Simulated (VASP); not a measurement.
Input of a VASP 6.6.1 run:

File INCAR:

```
SYSTEM = Zn2CdTe3
PREC = Accurate ; ENCUT = 600
EDIFF = 1E-7 ; ISMEAR = 0
SIGMA = 0.02 ; LREAL = .False.
LASPH = .True. ; NELM = 80
ALGO = Normal ; ISIF = 4
LWAVE = .False. ; LCHARG = .False.
GGA = PE ; IBRION = 2
NSW = 50 ; EDIFFG = -0.01
```

Contents of KPOINTS:

```
regular mesh
0
Gamma
  6 6 4
  0 0 0
```

POSCAR

```
Zn2CdTe3
1.0
    4.6150287587      0.0000000000      0.0000000000
   -2.3075143793      3.9967321442      0.0000000000
    0.0000000000      0.0000000000     11.3387571281
Zn Cd Te
2 1 3
Direct
    0.3333333333      0.6666666667      0.6603168259
    0.6666666667      0.3333333333      0.3398615732
    0.0000000000      0.0000000000      0.9976775678
    0.0000000000      0.0000000000      0.7380875075
    0.3333333333      0.6666666667      0.4170225581
    0.6666666667      0.3333333333      0.0970339676
```

Potentials or basis: VASP PAW PBE potentials, release 64 (Zn, Cd, Te).

Launch:

```sh
$ cat potpaw_PBE.64/Zn/POTCAR potpaw_PBE.64/Cd/POTCAR potpaw_PBE.64/Te/POTCAR > POTCAR
$ mpirun -np 1 vasp_std > vasp.out
```

Q: What does it give for the band gap on the k mesh?

A: 0.41 eV.

Forces in eV/Å, atoms in the order of the input:
```
Zn   0.000  0.000  0.003
Zn   0.000  0.000 -0.004
Cd   0.000  0.000 -0.002
Te   0.000  0.000  0.006
Te   0.000  0.000 -0.007
Te   0.000  0.000  0.004
```

Caveat: semilocal functionals underestimate gaps, and a narrow one can read as zero; spin-orbit coupling is left out, which moves the levels of the heavy elements.
